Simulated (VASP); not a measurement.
# Ga26P27 (a cell with a defect) in VASP: further runs

Ga26P27 (a cell with a defect) is run at these levels: PBE; tasks: single point.

All numbers are computed with VASP 6.6.1; they aren't measurements. Logs are shortened: lines on timing, memory, paths and dates and some standing lists are left out, and cuts for length are marked.

### Step 1. The cell of the first run

The cell holds a defect, 53 atoms: a = 11.562 Å, b = 11.562 Å, c = 11.562 Å, α = 60.00°, β = 60.00°, γ = 60.00°.

### Step 2. Single point, PBE, collinear spin

File INCAR:

```
PREC = Accurate
ENCUT = 520
EDIFF = 1E-7
ISMEAR = 0
SIGMA = 0.05
LREAL = Auto
LASPH = True
NELM = 150
ALGO = Normal
ISIF = 2
LWAVE = False
LCHARG = True
ISPIN = 2
MAGMOM = 0 0 0 0 0 0 0 0 0 0 0 0 0 0 0 0 0 0 0 0 0 0 0 0 0 0 0.26 0.07 0.26 0.07 0.07 0 0.26 0 0 0.07 0.07 0 0.07 0 0 0 0 0 0.27 0 0 0 0 0 0 0 0
LORBIT = 11
GGA = PE
LELF = True
LVHAR = True
NBANDS = 272
NCORE = 4
```

File KPOINTS:

```
Automatic mesh
0
Gamma
  1 1 1
```

File POSCAR:

```
Ga26P27
1.0
    0.0000000000      8.1757500000      8.1757500000
    8.1757500000      0.0000000000      8.1757500000
    8.1757500000      8.1757500000      0.0000000000
Ga P
26 27
Direct
    0.0003932440      0.0003018004      0.3307104885
    0.0004651078      0.0002341860      0.6684165891
    0.0003792425      0.3305882996      0.0004227848
   -0.0002465866      0.3333410027      0.3334224689
    0.0003797730      0.3306949990      0.6684758911
    0.0005273709      0.6683141433      0.0002621991
    0.0004580319      0.6683620844      0.3308278065
    0.0000205649      0.6665616836      0.6666702612
    0.3306410854      0.0003155579      0.0004735529
    0.3334787327     -0.0003272128      0.3334058483
    0.3308555917      0.0002372593      0.6685029473
    0.3334848882      0.3333201379     -0.0002738237
    0.3334572068      0.3333435591      0.3334537632
    0.3330136068      0.3328625505      0.6670460456
    0.3309364995      0.6683631477      0.0003478360
    0.3330583113      0.6669375903      0.3329747871
    0.3330845783      0.6669244684      0.6669874601
    0.6685096716      0.0003007900      0.0002948670
    0.6684544841      0.0003930692      0.3308804709
    0.6666968993     -0.0001081943      0.6667192017
    0.6684481473      0.3308404879      0.0004127075
    0.6670609976      0.3329473421      0.3330230832
    0.6670617669      0.3329237483      0.6670465268
    0.6667402501      0.6666422705     -0.0000369352
    0.6671127513      0.6670141962      0.3329528539
    0.6667492820      0.6666306469      0.6666687455
    0.0830341414      0.0830104870      0.0831550764
    0.0834254823      0.0832858656      0.4165416926
    0.0833392359      0.0831544153      0.7501438093
    0.0834191716      0.4164539077      0.0833508761
    0.0833878217      0.4165433572      0.4166583453
    0.0830811959      0.4164740958      0.7501966982
    0.0834821908      0.7498502479      0.0833019930
    0.0831551192      0.7500782554      0.4165663252
    0.0832127161      0.7500446476      0.7501197419
    0.4166852811      0.0832692839      0.0833532660
    0.4166199291      0.0833003458      0.4166909131
    0.4166017887      0.0829779786      0.7502470646
    0.4166346883      0.4165535167      0.0834029172
    0.4167569476      0.4166403993      0.4167448556
    0.4167676391      0.4166270874      0.7498431220
    0.4166298527      0.7501366118      0.0831048556
    0.4168138475      0.7497920377      0.4166832771
    0.4166393393      0.7500841517      0.7501527768
    0.7498979774      0.0833861629      0.0833794841
    0.7501900649      0.0830781176      0.4166196063
    0.7502278956      0.0830268746      0.7501539808
    0.7502173622      0.4165463702      0.0831311652
    0.7498722211      0.4167170243      0.4167435181
    0.7502263972      0.4165331121      0.7501771120
    0.7502964373      0.7501243217      0.0830287797
    0.7502685636      0.7501560977      0.4165645763
    0.7500679104      0.7499308554      0.7500068642
```

Potentials or basis: VASP PAW PBE potentials, release 64 (Ga_d, P).

On the command line:

```
> cat potpaw_PBE.64/Ga_d/POTCAR potpaw_PBE.64/P/POTCAR > POTCAR
> mpirun -np 4 vasp_gam > vasp.out
```

OUTCAR:

```text
PREC = Accurate
   ENCUT = 520
   EDIFF = 1E-7
   ISMEAR = 0
   LREAL = Auto
   LASPH = True
   NELM = 150
   ISIF = 2
   ISPIN = 2
   LORBIT = 11
   GGA = PE

 ion  position               nearest neighbor table
   1  0.000  0.000  0.331-  27 2.34  46 2.36  34 2.36  28 2.38
   2  0.000  0.000  0.668-  29 2.34  35 2.36  47 2.36  28 2.38
   3  0.000  0.331  0.000-  27 2.34  48 2.36  32 2.36  30 2.38
   4  1.000  0.333  0.333-  49 2.36  28 2.36  30 2.36  31 2.36
   5  0.000  0.331  0.668-  29 2.34  50 2.36  32 2.36  31 2.38
   6  0.001  0.668  0.000-  33 2.34  35 2.36  51 2.36  30 2.38
[... 33 lines left out ...]
  40  0.417  0.417  0.417-  13 2.36  16 2.36  14 2.36  22 2.36
  41  0.417  0.417  0.750-  12 2.36  23 2.36  17 2.36  14 2.36
  42  0.417  0.750  0.083-  16 2.36  24 2.36   9 2.36  15 2.36
  43  0.417  0.750  0.417-  10 2.36  25 2.36  17 2.36  16 2.36
  44  0.417  0.750  0.750-  17 2.36  26 2.36  11 2.36  15 2.36
  45  0.750  0.083  0.083-  21 2.34  19 2.34  18 2.34
  46  0.750  0.083  0.417-  22 2.36  20 2.36  19 2.36   1 2.36
  47  0.750  0.083  0.750-  23 2.36  20 2.36  18 2.36   2 2.36
  48  0.750  0.417  0.083-  22 2.36  24 2.36   3 2.36  21 2.36
  49  0.750  0.417  0.417-   4 2.36  25 2.36  22 2.36  23 2.36
  50  0.750  0.417  0.750-  23 2.36  26 2.36   5 2.36  21 2.36
  51  0.750  0.750  0.083-  25 2.36  24 2.36  18 2.36   6 2.36
  52  0.750  0.750  0.417-  25 2.36  26 2.36   7 2.36  19 2.36
  53  0.750  0.750  0.750-   8 2.36  24 2.36  26 2.36  20 2.36

  LATTYP: Found a face centered cubic cell.
 ALAT       =    16.3515000000

  Lattice vectors:

 A1 = (   0.0000000000,   8.1757500000,   8.1757500000)
 A2 = (   8.1757500000,   0.0000000000,   8.1757500000)
 A3 = (   8.1757500000,   8.1757500000,   0.0000000000)

Analysis of symmetry for initial positions (statically):
=====================================================================
 Subroutine PRICEL returns:
 Original cell was already a primitive cell.

 Routine SETGRP: Setting up the symmetry group for a
 face centered cubic supercell.

 Subroutine GETGRP returns: Found  1 space group operations
 (whereof  1 operations were pure point group operations)
 out of a pool of 48 trial point group operations.

The static configuration has the point symmetry C_1 .

Analysis of symmetry for dynamics (positions and initial velocities):
=====================================================================
 Subroutine PRICEL returns:
 Original cell was already a primitive cell.

 Routine SETGRP: Setting up the symmetry group for a
 face centered cubic supercell.

 Subroutine GETGRP returns: Found  1 space group operations
 (whereof  1 operations were pure point group operations)
 out of a pool of 48 trial point group operations.

The dynamic configuration has the point symmetry C_1 .

Analysis of structural, dynamic, and magnetic symmetry:
=====================================================================
 Subroutine PRICEL returns:
 Original cell was already a primitive cell.

 Routine SETGRP: Setting up the symmetry group for a
 face centered cubic supercell.

 Subroutine GETGRP returns: Found  1 space group operations
 (whereof  1 operations were pure point group operations)
 out of a pool of 48 trial point group operations.

The overall configuration has the point symmetry C_1 .

 Subroutine INISYM returns: Found  1 space group operations
 (whereof  1 operations are pure point group operations),
 and found     1 'primitive' translations

----------------------------------------------------------------------------------------

                                     Primitive cell

  volume of cell :    1092.9815

  direct lattice vectors                    reciprocal lattice vectors
     0.000000000  8.175750000  8.175750000    -0.061156469  0.061156469  0.061156469
     8.175750000  0.000000000  8.175750000     0.061156469 -0.061156469  0.061156469
     8.175750000  8.175750000  0.000000000     0.061156469  0.061156469 -0.061156469

  length of vectors
    11.562256533 11.562256533 11.562256533     0.105926111  0.105926111  0.105926111

  position of ions in fractional coordinates (direct lattice)
     0.000393244  0.000301800  0.330710489
     0.000465108  0.000234186  0.668416589
     0.000379243  0.330588300  0.000422785
     0.999753413  0.333341003  0.333422469
     0.000379773  0.330694999  0.668475891
     0.000527371  0.668314143  0.000262199
[... 146 lines left out ...]
   LNONCOLLINEAR =      F non collinear calculations
   LSORBIT =      F    spin-orbit coupling
   LASPH  =      T    aspherical Exc in radial PAW
   ENCUT  =  520.0 eV  38.22 Ry    6.18 a.u.  21.50 21.50 21.50*2*pi/ulx,y,z
   NELM   =    150;   NELMIN=  2; NELMDL= -5     # of ELM steps
   EDIFF  = 0.1E-06   stopping-criterion for ELM
   LREAL  =      T    real-space projection
   EDIFFG = 0.1E-05   stopping-criterion for IOM
   NSW    =      0    number of steps for IOM
   IBRION =     -1    ionic relax: 0-MD 1-quasi-New 2-CG
   NFREE  =      0    steps in history (QN), initial steepest desc. (CG)
   ISIF   =      2    stress and relaxation
   ISYM   =      2    0-nonsym 1-usesym 2-fastsym
   POTIM  = 0.5000    time-step for ionic-motion
   TEBEG  =    0.0;   TEEND  =   0.0 temperature during run
   PSTRESS=    0.0 pullay stress
   NELECT =     473.0000    total number of electrons
   NUPDOWN=      -1.0000    fix difference up-down
   EMIN   =  10.00;   EMAX   =-10.00  energy-range for DOS
   EFERMI =   0.00;   METHOD = LEGACY
   ISMEAR =     0;   SIGMA  =   0.05  broadening in eV -4-tet -1-fermi 0-gaus
   EFERMI_NEDOS =   21; number of points for ismear=-14 and -15
   IALGO  =     38    algorithm
   IMIX   =      4    mixing-type and parameters
     AMIX     =   0.40;   BMIX     =  1.00
     AMIX_MAG =   1.60;   BMIX_MAG =  1.00
  volume/ion in A,a.u.               =      20.62       139.17
  Fermi-wavevector in a.u.,A,eV,Ry     =   1.238295  2.340039 20.862842  1.533376
  Thomas-Fermi vector in A             =   2.372827
   LORBIT       =     11    0 simple, 1 ext, 2 COOP (PROOUT), +10 PAW based schemes
   GGA     = PE    functional components
   LHFCALC =     F    Hartree Fock is set to
   AEXX    =    0.0000 exact exchange contribution
   IVDW    =     0    specifies the selected vdW correction
   LEPSILON=     F    determine dielectric tensor
   LRPA    =     F    only Hartree local field effects (RPA)
 spin polarized calculation
 Gauss-broadening in eV      SIGMA  =   0.05
  energy-cutoff  :      520.00
  volume of cell :     1092.98
 maximum number of plane-waves:     14802
 NGX is ok and might be reduce to    80
   NGX = 43   NGY = 43   NGZ = 43

 number of electron     472.9999841 magnetization       3.0000369

 Free energy of the ion-electron system (eV)
  ---------------------------------------------------
  ext. energy  EPLUGINS =         0.00000000
  ---------------------------------------------------
  free energy    TOTEN  =      -226.92358896 eV

  energy without entropy =     -226.92358896  energy(sigma->0) =     -226.92358896

 E-fermi :   4.8770     XC(G=0):  -9.6808

 val. band max:        4.6652866706   @ k =   0.0000   0.0000   0.0000
 cond. band min:       5.0867655314   @ k =   0.0000   0.0000   0.0000
 fundamental gap:      0.4214788608
 Fermi energy:         4.8769671415

 spin component 1

 k-point     1 :       0.0000    0.0000    0.0000
  band No.  band energies     occupation
      1     -10.2277      1.00000
      2     -10.2276      1.00000
      3     -10.2138      1.00000
      4     -10.2138      1.00000
      5     -10.2138      1.00000
      6     -10.2125      1.00000
[... 240 lines left out ...]
    247       6.4228      0.00000
    248       6.4230      0.00000
 Fermi energy:         4.8769671415

 spin component 2

 k-point     1 :       0.0000    0.0000    0.0000
  band No.  band energies     occupation
      1     -10.2222      1.00000
      2     -10.2222      1.00000
      3     -10.2103      1.00000
      4     -10.2103      1.00000
      5     -10.2103      1.00000
      6     -10.2101      1.00000
[... 240 lines left out ...]
    247       6.4525      0.00000
    248       6.4526      0.00000
 [bands above 248 left out]

------------------------ aborting loop because EDIFF is reached ----------------------------------------

  FORCE on cell =-STRESS in cart. coord.  units (eV):
  Direction    XX          YY          ZZ          XY          YZ          ZX
  --------------------------------------------------------------------------------------
  -------------------------------------------------------------------------------------
  Total       23.7472823     23.7395768     23.7329097     -0.0274300     -0.0178851     -0.0092995
  in kB       34.8106148     34.7993194     34.7895463     -0.0402090     -0.0262174     -0.0136319
  external PRESSURE =      34.7998268 kB  Pullay stress =       0.0000000 kB

 VOLUME and BASIS-vectors are now :
 -----------------------------------------------------------------------------
  energy-cutoff  :      520.00
  volume of cell :     1092.98
      direct lattice vectors                 reciprocal lattice vectors
     0.000000000  8.175750000  8.175750000    -0.061156469  0.061156469  0.061156469
     8.175750000  0.000000000  8.175750000     0.061156469 -0.061156469  0.061156469
     8.175750000  8.175750000  0.000000000     0.061156469  0.061156469 -0.061156469

 POSITION                                       TOTAL-FORCE (eV/Angst)
 -----------------------------------------------------------------------------------
      2.70627      2.70702      0.00568        -0.004308     -0.002349      0.002840
      5.46672      5.46861      0.00572         0.003928      0.000519      0.003293
      2.70626      0.00656      2.70591        -0.006472      0.004039     -0.001578
      5.45129     10.89971     10.89905        -0.005627      0.005672      0.007185
      8.16897      5.46840      2.70678        -0.005219      0.006185     -0.001537
      5.46611      0.00646      5.46828         0.006249      0.005159     -0.001047
[... 45 lines left out ...]
      9.53882      9.53974     12.26710         0.001604     -0.002452     -0.000336
     12.26312     12.26424     12.26361         0.000939     -0.001203     -0.000057
 -----------------------------------------------------------------------------------
    total drift:                                0.014635     -0.012736      0.006696

  FREE ENERGIE OF THE ION-ELECTRON SYSTEM (eV)
  ---------------------------------------------------
  free  energy   TOTEN  =      -226.9235889627 eV

  energy  without entropy=     -226.9235889613  energy(sigma->0) =     -226.92358896

 total charge

# of ion       s       p       d       tot
------------------------------------------
    1        0.832   0.870  10.014  11.716
    2        0.832   0.870  10.014  11.716
    3        0.832   0.870  10.014  11.717
    4        0.827   0.875  10.014  11.716
    5        0.832   0.871  10.014  11.717
    6        0.832   0.870  10.014  11.717
[... 45 lines left out ...]
   52        0.989   1.580   0.000   2.570
   53        0.989   1.584   0.000   2.572
--------------------------------------------------
tot         48.514  64.794 260.391 373.699

 magnetization (x)

# of ion       s       p       d       tot
------------------------------------------
    1       -0.003   0.005   0.008   0.010
    2       -0.003   0.005   0.008   0.010
    3       -0.003   0.005   0.008   0.010
    4       -0.002  -0.004   0.004  -0.002
    5       -0.003   0.005   0.008   0.010
    6       -0.003   0.005   0.008   0.010
[... 45 lines left out ...]
   52       -0.000   0.006   0.000   0.006
   53        0.000   0.003   0.000   0.003
--------------------------------------------------
tot          0.038   1.473   0.123   1.634
```

Wall time 6.7 min (4 MPI ranks of AMD EPYC 7R13 (Zen 3), shared host); peak memory 0.57 GiB.

Results:

```yaml
Free_energy: -226.9236 eV
Pressure: 3.5 GPa
Largest_force: 0.015 eV/Å
Net_moment: 3.00 μB per cell
Site_moments: Ga +0.01, -0.00, +0.00 (each value once); P +0.25, +0.07, +0.01, +0.00 (each value once) μB
Valence_electrons_inside_the_program's_atomic_spheres: Ga 11.72, 11.71 (each value once); P 2.52, 2.56, 2.57 (each value once)
```

Forces in eV/Å, atoms in the order of the input:
```
Ga  -0.004 -0.002  0.003
Ga   0.004  0.001  0.003
Ga  -0.006  0.004 -0.002
Ga  -0.006  0.006  0.007
Ga  -0.005  0.006 -0.002
Ga   0.006  0.005 -0.001
Ga  -0.006 -0.005  0.002
Ga   0.000  0.001  0.001
Ga   0.004 -0.005 -0.002
Ga   0.005 -0.006  0.005
Ga   0.006 -0.004  0.000
Ga   0.006  0.005 -0.007
Ga  -0.004 -0.006 -0.006
Ga   0.002 -0.001  0.001
Ga   0.003 -0.001 -0.003
Ga   0.001  0.003 -0.001
Ga  -0.004  0.000  0.000
Ga   0.006  0.006  0.003
Ga  -0.006 -0.004 -0.001
Ga   0.000  0.000  0.000
Ga  -0.004  0.000 -0.002
Ga   0.003 -0.001  0.000
Ga   0.000 -0.001  0.001
Ga   0.001  0.000  0.000
Ga  -0.001  0.000  0.000
Ga  -0.001 -0.001  0.000
P    0.005  0.009  0.011
P    0.002  0.002 -0.006
P   -0.003 -0.006  0.006
P    0.002 -0.004  0.002
P    0.003  0.000  0.000
P    0.000  0.002  0.001
P    0.000  0.000 -0.007
P    0.004  0.001  0.001
P    0.000 -0.005 -0.001
P   -0.003 -0.003 -0.002
P   -0.001  0.006  0.002
P   -0.002 -0.001 -0.002
P    0.000  0.000  0.007
P    0.001  0.001  0.002
P   -0.001 -0.001  0.002
P   -0.005 -0.001 -0.001
P   -0.001  0.001 -0.003
P    0.000  0.004  0.002
P   -0.002 -0.001 -0.006
P   -0.001  0.003 -0.002
P   -0.004  0.001  0.002
P    0.000 -0.004 -0.001
P   -0.001 -0.001 -0.002
P    0.003 -0.001 -0.003
P   -0.001  0.001 -0.001
P    0.002 -0.002  0.000
P    0.001 -0.001  0.000
```

Levels at points of the mesh, in eV from the Fermi level:
Spin up:
```csv
k point,band 236,band 237,band 238,band 239,band 240,band 241
"(0.00, 0.00, 0.00)",-0.21,-0.21,-0.21,1.42,1.42,1.43
```
Spin down:
```csv
k point,band 232,band 233,band 234,band 235,band 236,band 237,band 238,band 239
"(0.00, 0.00, 0.00)",-1.15,-0.51,-0.51,-0.51,0.21,0.21,0.21,1.44
```

Caveat: the k points lie up to 0.67 Å⁻¹ apart.

### Step 3. Single point, PBE, collinear spin

File INCAR:

```
SYSTEM = Ga26P27
PREC = Accurate
ENCUT = 520
EDIFF = 1E-6
ISMEAR = 0
SIGMA = 0.05
LREAL = Auto
LASPH = .TRUE.
NELM = 150
ALGO = Normal
ISIF = 2
LWAVE = .FALSE.
LCHARG = .FALSE.
ISPIN = 2
MAGMOM = 0 0 0 0 0 0 0 0 0 0 0 0 0 0 0 0 0 0 0 0 0 0 0 0 0 0 0.5 0 0.5 0 0 0 0.5 0 0 0 0 0 0 0 0 0 0 0 0.5 0 0 0 0 0 0 0 0
LORBIT = 11
GGA = PE
NBANDS = 272
NCORE = 4
```

File KPOINTS:

```
regular mesh
0
G
  1 1 1
  0 0 0
```

POSCAR is that of step 2.

Potentials or basis: VASP PAW PBE potentials, release 64 (Ga_d, P).

On the command line:

```
> cat potpaw_PBE.64/Ga_d/POTCAR potpaw_PBE.64/P/POTCAR > POTCAR
> mpirun -np 4 vasp_gam > vasp.out
```

Wall time 6.2 min (4 MPI ranks of AMD EPYC 9755, shared host); peak memory 0.57 GiB.

It converged, with:

* Free energy: -226.9236 eV
* Pressure: 3.5 GPa
* Largest force: 0.015 eV/Å
* Net moment: 3.00 μB per cell
* Site moments: Ga +0.01, -0.00, +0.00 (each value once); P +0.25, +0.07, +0.01, +0.00 (each value once) μB
* Valence electrons inside the program's atomic spheres: Ga 11.72, 11.71 (each value once); P 2.52, 2.56, 2.57 (each value once)

Forces on the atoms (eV/Å):
```
Ga  -0.004 -0.002  0.003
Ga   0.004  0.001  0.003
Ga  -0.007  0.004 -0.002
Ga  -0.006  0.006  0.007
Ga  -0.005  0.006 -0.002
Ga   0.006  0.005 -0.001
Ga  -0.006 -0.005  0.002
Ga   0.000  0.001  0.001
Ga   0.004 -0.005 -0.002
Ga   0.005 -0.006  0.005
Ga   0.006 -0.004  0.000
Ga   0.006  0.005 -0.007
Ga  -0.004 -0.006 -0.006
Ga   0.002 -0.001  0.001
Ga   0.003 -0.001 -0.003
Ga   0.001  0.003 -0.001
Ga  -0.004  0.000  0.000
Ga   0.006  0.006  0.003
Ga  -0.006 -0.004 -0.001
Ga   0.000  0.000  0.000
Ga  -0.004  0.000 -0.002
Ga   0.003 -0.001  0.000
Ga   0.000 -0.001  0.001
Ga   0.001  0.000  0.000
Ga  -0.001  0.000  0.000
Ga  -0.001 -0.001  0.000
P    0.005  0.009  0.011
P    0.002  0.002 -0.006
P   -0.003 -0.006  0.006
P    0.002 -0.004  0.002
P    0.003  0.000  0.000
P    0.000  0.002  0.001
P    0.000  0.000 -0.007
P    0.004  0.001  0.001
P    0.000 -0.005 -0.001
P   -0.003 -0.003 -0.002
P   -0.001  0.006  0.002
P   -0.002 -0.001 -0.002
P    0.000  0.000  0.008
P    0.001  0.001  0.002
P   -0.001 -0.001  0.002
P   -0.005 -0.001 -0.001
P   -0.001  0.001 -0.003
P    0.000  0.004  0.002
P   -0.002 -0.001 -0.005
P   -0.001  0.003 -0.002
P   -0.004  0.001  0.002
P    0.000 -0.004 -0.001
P    0.000 -0.001 -0.002
P    0.003 -0.001 -0.004
P   -0.001  0.001 -0.001
P    0.002 -0.002  0.000
P    0.001 -0.001  0.000
```

Levels at points of the mesh, in eV from the Fermi level:
Spin up:
| k point | band 234 | band 235 | band 236 | band 237 | band 238 | band 239 | band 240 | band 241 | band 242 | band 243 |
| --- | --- | --- | --- | --- | --- | --- | --- | --- | --- | --- |
| (0.00, 0.00, 0.00) | -0.74 | -0.74 | -0.21 | -0.21 | -0.21 | 1.42 | 1.42 | 1.44 | 1.46 | 1.46 |
Spin down:
| k point | band 232 | band 233 | band 234 | band 235 | band 236 | band 237 | band 238 | band 239 |
| --- | --- | --- | --- | --- | --- | --- | --- | --- |
| (0.00, 0.00, 0.00) | -1.15 | -0.51 | -0.51 | -0.51 | 0.21 | 0.21 | 0.21 | 1.44 |

Caveat: the k points lie up to 0.67 Å⁻¹ apart.
